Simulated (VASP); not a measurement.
# MnO2 (R-3m) in VASP: single point with PBEsol+U

Aim: the single point of MnO2 with PBEsol+U.

Program: VASP 6.6.1. These are calculated values, not measurements. Logs are shortened: lines on timing, memory, paths and dates and some standing lists are left out, and cuts for length are marked.

## (1) The cell of the first run

Symmetry: R-3m, No. 166, trigonal system. Conventional cell: a = 2.870 Å, b = 2.870 Å, c = 14.614 Å, α = 90.00°, β = 90.00°, γ = 120.00°. Mn (site symmetry -3m) has 6 O at 1.91 Å within 2.5 Å. O (site symmetry 3m) has 3 Mn at 1.91 Å and 3 O at 2.51 Å within 2.6 Å.

## (2) Single point, PBEsol+U, collinear spin, ferromagnetic start

Input file INCAR:

```
ALGO = Normal
EDIFF = 1E-6
ENCUT = 700
GGA = PS
GGA_COMPAT = F
ISIF = 2
ISMEAR = -1
ISPIN = 2
LASPH = T
LCHARG = T
LDAU = T
LDAUJ = 0 0
LDAUL = 2 -1
LDAUPRINT = 1
LDAUTYPE = 2
LDAUU = 3 0
LELF = T
LMAXMIX = 4
LORBIT = 11
LREAL = F
LVHAR = T
LWAVE = F
MAGMOM = 4 0 0
NBANDS = 24
NELM = 200
PREC = Accurate
SIGMA = 0.05
```

Input file KPOINTS:

```
k-points
0
Gamma
  11 11 11
```

Input file POSCAR:

```
MnO2
1.0
    1.4349008967      0.8284404190      4.8712383854
   -1.4349008967      0.8284404190      4.8712383854
    0.0000000000     -1.6568808380      4.8712383854
Mn O
1 2
Direct
    0.0000000000      0.0000000000      0.0000000000
    0.7313640664      0.7313640664      0.7313640664
    0.2686359336      0.2686359336      0.2686359336
```

Potentials or basis: VASP PAW PBE potentials, release 64 (Mn_sv, O).

Launch:

```sh
cat potpaw_PBE.64/Mn_sv/POTCAR potpaw_PBE.64/O/POTCAR > POTCAR
mpirun -np 1 vasp_std > vasp.out
```

OUTCAR:

```text
EDIFF = 1E-6
   ENCUT = 700
   GGA = PS
   ISIF = 2
   ISMEAR = -1
   ISPIN = 2
   LASPH = T
   LORBIT = 11
   LREAL = F
   NELM = 200
   PREC = Accurate

 ion  position               nearest neighbor table
   1  0.000  0.000  0.000-   2 1.91   2 1.91   3 1.91   3 1.91   2 1.91   3 1.91
   2  0.731  0.731  0.731-   1 1.91   1 1.91   1 1.91
   3  0.269  0.269  0.269-   1 1.91   1 1.91   1 1.91

  LATTYP: Found a trigonal (rhomboedric) cell.
 ALAT       =     5.1453102451
 COS(alpha) =     0.8444569263

  Lattice vectors:

 A1 = (   1.4349008967,   0.8284404190,   4.8712383854)
 A2 = (  -1.4349008967,   0.8284404190,   4.8712383854)
 A3 = (   0.0000000000,  -1.6568808380,   4.8712383854)

Analysis of symmetry for initial positions (statically):
=====================================================================
 Subroutine PRICEL returns:
 Original cell was already a primitive cell.

 Routine SETGRP: Setting up the symmetry group for a
 trigonal (rhombohedral) supercell.

 Subroutine GETGRP returns: Found 12 space group operations
 (whereof 12 operations were pure point group operations)
 out of a pool of 12 trial point group operations.

The static configuration has the point symmetry D_3d.

Analysis of symmetry for dynamics (positions and initial velocities):
=====================================================================
 Subroutine PRICEL returns:
 Original cell was already a primitive cell.

 Routine SETGRP: Setting up the symmetry group for a
 trigonal (rhombohedral) supercell.

 Subroutine GETGRP returns: Found 12 space group operations
 (whereof 12 operations were pure point group operations)
 out of a pool of 12 trial point group operations.

The dynamic configuration has the point symmetry D_3d.

Analysis of structural, dynamic, and magnetic symmetry:
=====================================================================
 Subroutine PRICEL returns:
 Original cell was already a primitive cell.

 Routine SETGRP: Setting up the symmetry group for a
 trigonal (rhombohedral) supercell.

 Subroutine GETGRP returns: Found 12 space group operations
 (whereof 12 operations were pure point group operations)
 out of a pool of 12 trial point group operations.

The overall configuration has the point symmetry D_3d.

 Subroutine INISYM returns: Found 12 space group operations
 (whereof 12 operations are pure point group operations),
 and found     1 'primitive' translations

----------------------------------------------------------------------------------------

                                     Primitive cell

  volume of cell :      34.7435

  direct lattice vectors                    reciprocal lattice vectors
     1.434900897  0.828440419  4.871238385     0.348456121  0.201181235  0.068428869
    -1.434900897  0.828440419  4.871238385    -0.348456121  0.201181235  0.068428869
     0.000000000 -1.656880838  4.871238385     0.000000000 -0.402362470  0.068428869

  length of vectors
     5.145310245  5.145310245  5.145310245     0.408139765  0.408139765  0.408139765

  position of ions in fractional coordinates (direct lattice)
     0.000000000  0.000000000  0.000000000
     0.731364066  0.731364066  0.731364066
     0.268635934  0.268635934  0.268635934

  ion indices of the primitive-cell ions
   primitive index   ion index
                 1           1
                 2           2
                 3           3

----------------------------------------------------------------------------------------

 KPOINTS: k-points

Automatic generation of k-mesh.
[... 69 lines left out ...]
   NSW    =      0    number of steps for IOM
   IBRION =     -1    ionic relax: 0-MD 1-quasi-New 2-CG
   NFREE  =      0    steps in history (QN), initial steepest desc. (CG)
   ISIF   =      2    stress and relaxation
   ISYM   =      2    0-nonsym 1-usesym 2-fastsym
   POTIM  = 0.5000    time-step for ionic-motion
   TEBEG  =    0.0;   TEEND  =   0.0 temperature during run
   PSTRESS=    0.0 pullay stress
   NELECT =      27.0000    total number of electrons
   NUPDOWN=      -1.0000    fix difference up-down
   EMIN   =  10.00;   EMAX   =-10.00  energy-range for DOS
   EFERMI =   0.00;   METHOD = LEGACY
   ISMEAR =    -1;   SIGMA  =   0.05  broadening in eV -4-tet -1-fermi 0-gaus
   EFERMI_NEDOS =   21; number of points for ismear=-14 and -15
   IALGO  =     38    algorithm
   IMIX   =      4    mixing-type and parameters
     AMIX     =   0.40;   BMIX     =  1.00
     AMIX_MAG =   1.60;   BMIX_MAG =  1.00
  volume/ion in A,a.u.               =      11.58        78.15
  Fermi-wavevector in a.u.,A,eV,Ry     =   1.505121  2.844267 30.822501  2.265390
  Thomas-Fermi vector in A             =   2.616011
   LORBIT       =     11    0 simple, 1 ext, 2 COOP (PROOUT), +10 PAW based schemes
 LDA+U is selected, type is set to LDAUTYPE =  2
   angular momentum for each species LDAUL =     2   -1
   U (eV)           for each species LDAUU =   3.0  0.0
   J (eV)           for each species LDAUJ =   0.0  0.0
   GGA     = PS    functional components
   LHFCALC =     F    Hartree Fock is set to
   AEXX    =    0.0000 exact exchange contribution
   IVDW    =     0    specifies the selected vdW correction
   LEPSILON=     F    determine dielectric tensor
   LRPA    =     F    only Hartree local field effects (RPA)
 spin polarized calculation
  energy-cutoff  :      700.00
  volume of cell :       34.74
 maximum number of plane-waves:      1473
 NGX is ok and might be reduce to    48
   NGX = 23   NGY = 23   NGZ = 23

atom =   1  type =  1  l = 2

 onsite density matrix

spin component  1

  0.7284  0.0000  0.0000 -0.2259 -0.0000
  0.0000  0.6574 -0.0000 -0.0000 -0.2259
  0.0000 -0.0000  0.9218  0.0000  0.0000
 -0.2259 -0.0000  0.0000  0.6574  0.0000
 -0.0000 -0.2259  0.0000  0.0000  0.7284

spin component  2

  0.1632  0.0000 -0.0000  0.0948 -0.0000
  0.0000  0.1790  0.0000  0.0000  0.0948
 -0.0000  0.0000  0.0741 -0.0000  0.0000
  0.0948  0.0000 -0.0000  0.1790 -0.0000
 -0.0000  0.0948  0.0000 -0.0000  0.1632

 occupancies and eigenvectors

  o =  0.0741  v =  0.0000  0.0000  0.0000  0.0000  0.0000  0.0000  0.0000  1.0000  0.0000 -0.0000      0.0000  0.0000  0.0000  0.0000  0.0000  0.0000  0.0000  0.0000  0.0000  0.0000
  o =  0.0760  v =  0.0000  0.0000  0.0000  0.0000  0.0000 -0.7359  0.0000 -0.0000  0.6771 -0.0000      0.0000  0.0000  0.0000  0.0000  0.0000  0.0000  0.0000  0.0000  0.0000  0.0000
  o =  0.0760  v =  0.0000  0.0000  0.0000  0.0000  0.0000  0.0000 -0.6771  0.0000 -0.0000  0.7359      0.0000  0.0000  0.0000  0.0000  0.0000  0.0000  0.0000  0.0000  0.0000  0.0000
  o =  0.2662  v =  0.0000  0.0000  0.0000  0.0000  0.0000 -0.6771  0.0000  0.0000 -0.7359  0.0000      0.0000  0.0000  0.0000  0.0000  0.0000  0.0000  0.0000  0.0000  0.0000  0.0000
  o =  0.2662  v =  0.0000  0.0000  0.0000  0.0000  0.0000  0.0000  0.7359  0.0000  0.0000  0.6771      0.0000  0.0000  0.0000  0.0000  0.0000  0.0000  0.0000  0.0000  0.0000  0.0000
  o =  0.4642  v = -0.6498  0.0000  0.0000 -0.7601 -0.0000  0.0000  0.0000  0.0000  0.0000  0.0000      0.0000  0.0000  0.0000  0.0000  0.0000  0.0000  0.0000  0.0000  0.0000  0.0000
  o =  0.4642  v =  0.0000  0.7601 -0.0000  0.0000  0.6498  0.0000  0.0000  0.0000  0.0000  0.0000      0.0000  0.0000  0.0000  0.0000  0.0000  0.0000  0.0000  0.0000  0.0000  0.0000
  o =  0.9216  v = -0.7601  0.0000 -0.0000  0.6498  0.0000  0.0000  0.0000  0.0000  0.0000  0.0000      0.0000  0.0000  0.0000  0.0000  0.0000  0.0000  0.0000  0.0000  0.0000  0.0000
  o =  0.9216  v =  0.0000 -0.6498 -0.0000 -0.0000  0.7601  0.0000  0.0000  0.0000  0.0000  0.0000      0.0000  0.0000  0.0000  0.0000  0.0000  0.0000  0.0000  0.0000  0.0000  0.0000
  o =  0.9218  v =  0.0000  0.0000 -1.0000 -0.0000 -0.0000  0.0000  0.0000  0.0000  0.0000  0.0000      0.0000  0.0000  0.0000  0.0000  0.0000  0.0000  0.0000  0.0000  0.0000  0.0000

 number of electron      26.9999997 magnetization       3.0000846

 Free energy of the ion-electron system (eV)
  ---------------------------------------------------
  ext. energy  EPLUGINS =         0.00000000
  ---------------------------------------------------
  free energy    TOTEN  =       -23.18870133 eV

  energy without entropy =      -23.18870133  energy(sigma->0) =      -23.18870133

 E-fermi :   3.9244     XC(G=0): -10.5808

 val. band max:        2.9077625133   @ k =  -0.4545   0.4545   0.3636
 cond. band min:       4.9843691460   @ k =   0.4545   0.1818   0.1818
 fundamental gap:      2.0766066327
 Fermi energy:         3.9243895763

 spin component 1

 k-point     1 :       0.0000    0.0000    0.0000
  band No.  band energies     occupation
      1     -78.1439      1.00000
      2     -46.9028      1.00000
      3     -46.9028      1.00000
      4     -46.8991      1.00000
      5     -15.8621      1.00000
      6     -13.5181      1.00000
[... 1289 lines left out ...]
     23      23.2346      0.00000
     24      24.3017      0.00000

 [... further k-points ...]

------------------------ aborting loop because EDIFF is reached ----------------------------------------

  FORCE on cell =-STRESS in cart. coord.  units (eV):
  Direction    XX          YY          ZZ          XY          YZ          ZX
  --------------------------------------------------------------------------------------
  -------------------------------------------------------------------------------------
  Total       -0.2646156     -0.2646156     -0.1141492      0.0000000     -0.0000000      0.0000000
  in kB      -12.2025947    -12.2025947     -5.2639232      0.0000000     -0.0000000      0.0000000
  external PRESSURE =      -9.8897042 kB  Pullay stress =       0.0000000 kB

 VOLUME and BASIS-vectors are now :
 -----------------------------------------------------------------------------
  energy-cutoff  :      700.00
  volume of cell :       34.74
      direct lattice vectors                 reciprocal lattice vectors
     1.434900897  0.828440419  4.871238385     0.348456121  0.201181235  0.068428869
    -1.434900897  0.828440419  4.871238385    -0.348456121  0.201181235  0.068428869
     0.000000000 -1.656880838  4.871238385     0.000000000 -0.402362470  0.068428869

 POSITION                                       TOTAL-FORCE (eV/Angst)
 -----------------------------------------------------------------------------------
      0.00000      0.00000      0.00000         0.000000      0.000000      0.000000
      0.00000      0.00000     10.68795         0.000000     -0.000000     -0.028106
      0.00000      0.00000      3.92577         0.000000      0.000000      0.028106
 -----------------------------------------------------------------------------------
    total drift:                               -0.000000     -0.000000      0.000000

  FREE ENERGIE OF THE ION-ELECTRON SYSTEM (eV)
  ---------------------------------------------------
  free  energy   TOTEN  =       -23.1887013254 eV

  energy  without entropy=      -23.1887013253  energy(sigma->0) =      -23.18870133

 total charge

# of ion       s       p       d       tot
------------------------------------------
    1        2.210   6.115   4.426  12.752
    2        1.572   3.416   0.000   4.988
    3        1.572   3.416   0.000   4.988
--------------------------------------------------
tot          5.354  12.947   4.426  22.727

 magnetization (x)

# of ion       s       p       d       tot
------------------------------------------
    1        0.024   0.019   2.927   2.971
    2        0.002  -0.051   0.000  -0.048
    3        0.002  -0.051   0.000  -0.048
--------------------------------------------------
tot          0.029  -0.082   2.927   2.874
```

Run time: 9.2 min. Hardware: 1 thread of Intel Xeon 6975P-C (Granite Rapids), shared host; peak memory 0.59 GiB.

What came out:

* Free energy: -23.1887 eV
* Pressure: -1.0 GPa
* Largest force: 0.028 eV/Å
* Band gap on the k mesh: 2.08 eV (least direct gap 2.26 eV)
* Net moment: 3.00 μB per cell
* Site moments: Mn +2.97; O -0.05 μB
* Valence electrons inside the program's atomic spheres: Mn 12.75; O 4.99

Forces in eV/Å, atoms in the order of the input:
```
Mn   0.000  0.000  0.000
O    0.000  0.000 -0.028
O    0.000  0.000  0.028
```

Levels at points of the mesh, in eV from the valence-band top:
Spin up:
```csv
k point,band 13,band 14,band 15,band 16,band 17,band 18
"(0.00, 0.00, 0.00)",-0.63,-0.52,-0.47,3.45,3.45,7.49
```
Spin down:
```csv
k point,band 10,band 11,band 12,band 13,band 14,band 15
"(0.00, 0.00, 0.00)",-0.71,-0.71,-0.54,2.43,2.43,3.98
```

Eigenvalues of the final occupation matrices:
```
    site  spin  trace               eigenvalues
site 1 d     1   3.69  0.46 0.46 0.92 0.92 0.92
site 1 d     2   0.76  0.07 0.08 0.08 0.27 0.27
```

Caveat: the PAW data sets were made with another functional, which shifts forces and pressure a little; a cell with one magnetic atom can't hold antiferromagnetic order, which such compounds often take. The state reached can hang on the start; a lower one may exist.
